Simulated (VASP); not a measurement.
# Se (R-3) in VASP: further runs

Se is run at these levels: PBEsol; tasks: single point.

All numbers are computed with VASP 6.6.1; they aren't measurements. Logs are shortened: lines on timing, memory, paths and dates and some standing lists are left out, and cuts for length are marked.

## Step 1: The cell of the first run

The structure is trigonal, space group R-3 (No. 148). The conventional cell has a = 11.130 Å, b = 11.130 Å, c = 4.339 Å, α = 90.00°, β = 90.00°, γ = 120.00°. Within 3.1 Å of Se (site symmetry 1) lie 2 Se at 2.31 Å.

## Step 2: Single point, PBEsol (volume scaled by 0.94)

Input file INCAR:

```
ALGO     = Normal         # electronic algorithm
EDIFF    = 1E-6           # SCF threshold, eV
ENCUT    = 520            # plane-wave cutoff, eV
GGA      = PS             # functional
ISIF     = 2              # what is computed and relaxed
ISMEAR   = -1             # smearing method
LASPH    = T              # aspherical terms in the spheres
LCHARG   = T              # write CHGCAR
LELF     = T              # ELF
LREAL    = F              # projectors in reciprocal space
LVHAR    = T            
LWAVE    = F              # write WAVECAR
NBANDS   = 27             # bands
NELM     = 60             # most SCF steps
PREC     = Accurate       # precision mode
SIGMA    = 0.01           # smearing width, eV
```

Input file KPOINTS:

```
k-points
0
Gamma
  6 6 6
```

Input file POSCAR:

```
Se
1.0
    5.5650285483      3.2129707304      1.4461923599
   -5.5650285483      3.2129707304      1.4461923599
    0.0000000000     -6.4259414609      1.4461923599
Se
6
Direct
    0.2806600000      0.1625100000      0.9181800000
    0.9181800000      0.2806600000      0.1625100000
    0.1625100000      0.9181800000      0.2806600000
    0.7193400000      0.8374900000      0.0818200000
    0.0818200000      0.7193400000      0.8374900000
    0.8374900000      0.0818200000      0.7193400000
```

Potentials or basis: VASP PAW PBE potentials, release 64 (Se).

On the command line:

```sh
> cat potpaw_PBE.64/Se/POTCAR > POTCAR
> mpirun -np 1 vasp_std > vasp.out
```

OUTCAR:

```text
EDIFF = 1E-6
   ENCUT = 520
   GGA = PS
   ISIF = 2
   ISMEAR = -1
   LASPH = T
   LREAL = F
   NELM = 60
   PREC = Accurate

 ion  position               nearest neighbor table
   1  0.281  0.163  0.918-   5 2.31   6 2.31
   2  0.918  0.281  0.163-   4 2.31   6 2.31
   3  0.163  0.918  0.281-   4 2.31   5 2.31
   4  0.719  0.837  0.082-   2 2.31   3 2.31
   5  0.082  0.719  0.837-   1 2.31   3 2.31
   6  0.837  0.082  0.719-   1 2.31   2 2.31

  LATTYP: Found a trigonal (rhomboedric) cell.
 ALAT       =     6.5866680499
 COS(alpha) =    -0.4276877572

  Lattice vectors:

 A1 = (   5.5650285483,   3.2129707304,   1.4461923599)
 A2 = (  -5.5650285483,   3.2129707304,   1.4461923599)
 A3 = (   0.0000000000,  -6.4259414609,   1.4461923599)

Analysis of symmetry for initial positions (statically):
=====================================================================
 Subroutine PRICEL returns:
 Original cell was already a primitive cell.

 Routine SETGRP: Setting up the symmetry group for a
 trigonal (rhombohedral) supercell.

 Subroutine GETGRP returns: Found  6 space group operations
 (whereof  6 operations were pure point group operations)
 out of a pool of 12 trial point group operations.

The static configuration has the point symmetry S_6 .

Analysis of symmetry for dynamics (positions and initial velocities):
=====================================================================
 Subroutine PRICEL returns:
 Original cell was already a primitive cell.

 Routine SETGRP: Setting up the symmetry group for a
 trigonal (rhombohedral) supercell.

 Subroutine GETGRP returns: Found  6 space group operations
 (whereof  6 operations were pure point group operations)
 out of a pool of 12 trial point group operations.

The dynamic configuration has the point symmetry S_6 .

 Subroutine INISYM returns: Found  6 space group operations
 (whereof  6 operations are pure point group operations),
 and found     1 'primitive' translations

----------------------------------------------------------------------------------------

                                     Primitive cell

  volume of cell :     155.1499

  direct lattice vectors                    reciprocal lattice vectors
     5.565028548  3.212970730  1.446192360     0.089846799  0.051873073  0.230490316
    -5.565028548  3.212970730  1.446192360    -0.089846799  0.051873073  0.230490316
     0.000000000 -6.425941461  1.446192360     0.000000000 -0.103746147  0.230490316

  length of vectors
     6.586668050  6.586668050  6.586668050     0.252762831  0.252762831  0.252762831

  position of ions in fractional coordinates (direct lattice)
     0.280660000  0.162510000  0.918180000
     0.918180000  0.280660000  0.162510000
     0.162510000  0.918180000  0.280660000
     0.719340000  0.837490000  0.081820000
     0.081820000  0.719340000  0.837490000
     0.837490000  0.081820000  0.719340000

  ion indices of the primitive-cell ions
   primitive index   ion index
                 1           1
                 2           2
                 3           3
                 4           4
                 5           5
                 6           6

----------------------------------------------------------------------------------------

 KPOINTS: k-points

Automatic generation of k-mesh.
 Grid dimensions read from file:
 generate k-points for:    6    6    6

 Generating k-lattice:

  Cartesian coordinates                     Fractional coordinates (reciprocal lattice)
     0.014974466  0.008645512  0.038415053     0.166666667 -0.000000000 -0.000000000
    -0.014974466  0.008645512  0.038415053    -0.000000000  0.166666667 -0.000000000
     0.000000000 -0.017291024  0.038415053     0.000000000  0.000000000  0.166666667

  Length of vectors
     0.042127138  0.042127138  0.042127138

  Shift w.r.t. Gamma in fractional coordinates (k-lattice)
     0.000000000  0.000000000  0.000000000

 Subroutine IBZKPT returns following result:
 ===========================================

 Found     40 irreducible k-points:

 Following reciprocal coordinates:
            Coordinates               Weight
  0.000000  0.000000  0.000000      1.000000
  0.166667  0.000000 -0.000000      6.000000
  0.333333 -0.000000 -0.000000      6.000000
  0.500000 -0.000000 -0.000000      3.000000
  0.166667  0.166667 -0.000000      6.000000
  0.333333  0.166667 -0.000000      6.000000
[... 16 lines left out ...]
  0.333333  0.333333  0.166667      6.000000
  0.500000  0.333333  0.166667      6.000000
 [... further k-points ...]
   k-points           NKPTS =     40   k-points in BZ     NKDIM =     40   number of bands    NBANDS=     27
   number of dos      NEDOS =    301   number of ions     NIONS =      6
   total plane-waves  NPLWV = 125000
   dimension x,y,z NGX =    50 NGY =   50 NGZ =   50
   dimension x,y,z NGXF=   100 NGYF=  100 NGZF=  100
   ions per type =               6
   NGX,Y,Z   is equivalent  to a cutoff of  12.62, 12.62, 12.62 a.u.
   NGXF,Y,Z  is equivalent  to a cutoff of  25.24, 25.24, 25.24 a.u.
 SYSTEM =  unknown system
   PREC   = accura    normal or accurate (medium, high low for compatibility)
   ISTART =      0    job   : 0-new  1-cont  2-samecut
   ICHARG =      2    charge: 1-file 2-atom 10-const
   ISPIN  =      1    spin polarized calculation?
   LNONCOLLINEAR =      F non collinear calculations
   LSORBIT =      F    spin-orbit coupling
   LASPH  =      T    aspherical Exc in radial PAW
   ENCUT  =  520.0 eV  38.22 Ry    6.18 a.u.  12.25 12.25 12.25*2*pi/ulx,y,z
   NELM   =     60;   NELMIN=  2; NELMDL= -5     # of ELM steps
   EDIFF  = 0.1E-05   stopping-criterion for ELM
   LREAL  =      F    real-space projection
   EDIFFG = 0.1E-04   stopping-criterion for IOM
   NSW    =      0    number of steps for IOM
   IBRION =     -1    ionic relax: 0-MD 1-quasi-New 2-CG
   NFREE  =      0    steps in history (QN), initial steepest desc. (CG)
   ISIF   =      2    stress and relaxation
   ISYM   =      2    0-nonsym 1-usesym 2-fastsym
   POTIM  = 0.5000    time-step for ionic-motion
   TEBEG  =    0.0;   TEEND  =   0.0 temperature during run
   PSTRESS=    0.0 pullay stress
   NELECT =      36.0000    total number of electrons
   NUPDOWN=      -1.0000    fix difference up-down
   EMIN   =  10.00;   EMAX   =-10.00  energy-range for DOS
   EFERMI =   0.00;   METHOD = LEGACY
   ISMEAR =    -1;   SIGMA  =   0.01  broadening in eV -4-tet -1-fermi 0-gaus
   EFERMI_NEDOS =   21; number of points for ismear=-14 and -15
   IALGO  =     38    algorithm
   IMIX   =      4    mixing-type and parameters
     AMIX     =   0.40;   BMIX     =  1.00
     AMIX_MAG =   1.60;   BMIX_MAG =  1.00
  volume/ion in A,a.u.               =      25.86       174.50
  Fermi-wavevector in a.u.,A,eV,Ry     =   1.005986  1.901037 13.769196  1.012007
  Thomas-Fermi vector in A             =   2.138700
   LORBIT       =      0    0 simple, 1 ext, 2 COOP (PROOUT), +10 PAW based schemes
   GGA     = PS    functional components
   LHFCALC =     F    Hartree Fock is set to
   AEXX    =    0.0000 exact exchange contribution
   IVDW    =     0    specifies the selected vdW correction
   LEPSILON=     F    determine dielectric tensor
   LRPA    =     F    only Hartree local field effects (RPA)
 non-spin polarized calculation
  energy-cutoff  :      520.00
  volume of cell :      155.15
 maximum number of plane-waves:      4212
 NGX is ok and might be reduce to    50
   NGX = 25   NGY = 25   NGZ = 25

 number of electron      36.0000000 magnetization

 Free energy of the ion-electron system (eV)
  ---------------------------------------------------
  ext. energy  EPLUGINS =         0.00000000
  ---------------------------------------------------
  free energy    TOTEN  =       -22.58705413 eV

  energy without entropy =      -22.58705413  energy(sigma->0) =      -22.58705413

 E-fermi :   3.0465     XC(G=0):  -9.2542

 val. band max:        2.8453845302   @ k =   0.5000   0.5000   0.5000
 cond. band min:       4.0791086624   @ k =  -0.1667   0.1667   0.1667
 fundamental gap:      1.2337241322
 Fermi energy:         3.0464694854

 k-point     1 :       0.0000    0.0000    0.0000
  band No.  band energies     occupation
      1     -13.4627      2.00000
      2     -11.5636      2.00000
      3     -11.5636      2.00000
      4      -9.1586      2.00000
      5      -9.1586      2.00000
      6      -7.2756      2.00000
[... 19 lines left out ...]
     26       9.2366      0.00000
     27       9.2372      0.00000

 k-point     2 :       0.1667    0.0000   -0.0000
  band No.  band energies     occupation
      1     -13.3801      2.00000
      2     -11.6198      2.00000
      3     -11.5702      2.00000
      4      -9.1602      2.00000
      5      -9.0541      2.00000
      6      -7.3113      2.00000
[... 19 lines left out ...]
     26       9.2271      0.00000
     27       9.4949      0.00000

 k-point     3 :       0.3333   -0.0000   -0.0000
  band No.  band energies     occupation
      1     -13.1924      2.00000
      2     -11.7442      2.00000
      3     -11.5843      2.00000
      4      -9.1610      2.00000
      5      -8.8368      2.00000
      6      -7.4361      2.00000
[... 19 lines left out ...]
     26       9.3836      0.00000
     27       9.8969      0.00000

 k-point     4 :       0.5000   -0.0000   -0.0000
  band No.  band energies     occupation
      1     -13.0820      2.00000
      2     -11.8182      2.00000
      3     -11.5918      2.00000
      4      -9.1607      2.00000
      5      -8.7203      2.00000
      6      -7.5257      2.00000
[... 19 lines left out ...]
     26       9.9608      0.00000
     27      10.6889      0.00000

 k-point     5 :       0.1667    0.1667   -0.0000
  band No.  band energies     occupation
      1     -13.2358      2.00000
      2     -11.6361      2.00000
      3     -11.5983      2.00000
      4      -9.0777      2.00000
      5      -8.9601      2.00000
      6      -7.4702      2.00000
[... 19 lines left out ...]
     26       9.6376      0.00000
     27      10.0164      0.00000

 k-point     6 :       0.3333    0.1667   -0.0000
  band No.  band energies     occupation
      1     -13.0831      2.00000
      2     -11.7829      2.00000
      3     -11.6313      2.00000
      4      -9.0863      2.00000
      5      -8.8076      2.00000
      6      -7.5064      2.00000
[... 444 lines left out ...]
      1     -13.2702      2.00000
      2     -11.8897      2.00000
      3     -11.7076      2.00000
      4      -9.2173      2.00000
      5      -8.9002      2.00000
      6      -7.0091      2.00000
[... 19 lines left out ...]
     26       8.7633      0.00000
     27       9.5818      0.00000

 k-point    22 :      -0.1667    0.1667    0.1667
  band No.  band energies     occupation
      1     -13.3163      2.00000
      2     -11.7107      2.00000
      3     -11.6310      2.00000
      4      -9.1890      2.00000
      5      -9.0039      2.00000
      6      -7.1719      2.00000
[... 19 lines left out ...]
     26       9.1504      0.00000
     27       9.6749      0.00000

 k-point    23 :       0.3333    0.3333    0.1667
  band No.  band energies     occupation
      1     -13.0439      2.00000
      2     -12.0642      2.00000
      3     -11.8646      2.00000
      4      -9.0339      2.00000
      5      -8.7461      2.00000
      6      -7.1836      2.00000
[... 19 lines left out ...]
     26       8.6606      0.00000
     27       8.9433      0.00000

 k-point    24 :       0.5000    0.3333    0.1667
  band No.  band energies     occupation
      1     -13.1020      2.00000
      2     -12.1110      2.00000
      3     -11.8183      2.00000
      4      -9.1932      2.00000
      5      -8.7660      2.00000
      6      -6.9057      2.00000
[... 19 lines left out ...]
     26       8.7153      0.00000
     27       9.3057      0.00000

 [... further k-points ...]
[... 5 lines left out ...]
  --------------------------------------------------------------------------------------
  -------------------------------------------------------------------------------------
  Total        4.7925013      4.7925013      2.6963200      0.0000007     -0.0000000      0.0000000
  in kB       49.4904430     49.4904430     27.8439298      0.0000068     -0.0000000      0.0000000
  external PRESSURE =      42.2749386 kB  Pullay stress =       0.0000000 kB

 VOLUME and BASIS-vectors are now :
 -----------------------------------------------------------------------------
  energy-cutoff  :      520.00
  volume of cell :      155.15
      direct lattice vectors                 reciprocal lattice vectors
     5.565028548  3.212970730  1.446192360     0.089846799  0.051873073  0.230490316
    -5.565028548  3.212970730  1.446192360    -0.089846799  0.051873073  0.230490316
     0.000000000 -6.425941461  1.446192360     0.000000000 -0.103746147  0.230490316

 POSITION                                       TOTAL-FORCE (eV/Angst)
 -----------------------------------------------------------------------------------
      0.65751     -4.47628      1.96877         0.309090      0.825895      0.767674
      3.54782      2.80756      1.96877        -0.869791     -0.145267      0.767674
     -4.20533      1.66872      1.96877         0.560701     -0.680628      0.767674
     -0.65751      4.47628      2.36980        -0.309090     -0.825895     -0.767674
     -3.54782     -2.80756      2.36980         0.869791      0.145267     -0.767674
      4.20533     -1.66872      2.36980        -0.560701      0.680628     -0.767674
 -----------------------------------------------------------------------------------
    total drift:                                0.000000     -0.000000     -0.000000

  FREE ENERGIE OF THE ION-ELECTRON SYSTEM (eV)
  ---------------------------------------------------
  free  energy   TOTEN  =       -22.5870541277 eV

  energy  without entropy=      -22.5870541277  energy(sigma->0) =      -22.58705413
```

Wall time 3.8 min (1 thread of Intel Xeon 6975P-C, shared host); peak memory 0.39 GiB.

Results:

```yaml
Free_energy: -22.5871 eV
Pressure: 4.2 GPa
Largest_force: 1.169 eV/Å
Band_gap_on_the_k_mesh: 1.23 eV, indirect (least direct gap 1.46 eV)
```

Forces in eV/Å, atoms in the order of the input:
```
Se   0.309  0.826  0.768
Se  -0.870 -0.145  0.768
Se   0.561 -0.681  0.768
Se  -0.309 -0.826 -0.768
Se   0.870  0.145 -0.768
Se  -0.561  0.681 -0.768
```

Caveat: the PAW data sets were made with another functional, which shifts forces and pressure a little. A k mesh can miss the band edges.

(Continued in part 2 of 3.)
